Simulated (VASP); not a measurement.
# BN (wurtzite type): single point with PBE

BN (wurtzite type):

```
B N
1.0
     2.55457    0.00000    0.00000
    -1.27728    2.21232    0.00000
     0.00000    0.00000    4.22464
B N
2 2
Direct
  0.33333 0.66667 0.00069
  0.66667 0.33333 0.50069
  0.33333 0.66667 0.37531
  0.66667 0.33333 0.87531
```

```
Program             : VASP 6.6.1
Task                : single point
Functional          : PBE
Potentials or basis : VASP PAW PBE potentials, release 64 (B, N)
Cutoff              : 520 eV
k mesh              : 12 × 12 × 6
Occupations         : fermi-dirac, width 0.05 eV
Spin                : no spin polarisation
```

```json
{"Pressure": "0.2 GPa", "Band gap on the k mesh": "5.21 eV (least direct gap 8.24 eV)"}
```

Forces in eV/Å, atoms in the order of the input:
```
B    0.000  0.000  0.002
B    0.000  0.000  0.002
N    0.000  0.000 -0.002
N    0.000  0.000 -0.002
```

Levels at points of the mesh, in eV from the valence-band top:
```csv
k point,band 5,band 6,band 7,band 8,band 9,band 10,band 11,band 12
"(0.00, 0.00, 0.00)",-2.10,-0.26,0.00,0.00,8.33,8.33,8.55,9.41
"(0.50, 0.00, 0.00)",-6.85,-4.93,-4.36,-2.09,6.68,7.94,10.56,11.39
"(0.00, 0.00, 0.50)",-1.16,-1.16,-1.16,-1.16,9.40,9.40,9.88,9.88
"(0.50, 0.00, 0.50)",-3.73,-3.73,-3.53,-3.53,6.56,6.56,9.97,9.97
```

It took 28 s on 1 thread of Intel Xeon 8259CL, with other jobs on the host, peak memory 0.14 GiB.

A k mesh can miss the band edges.
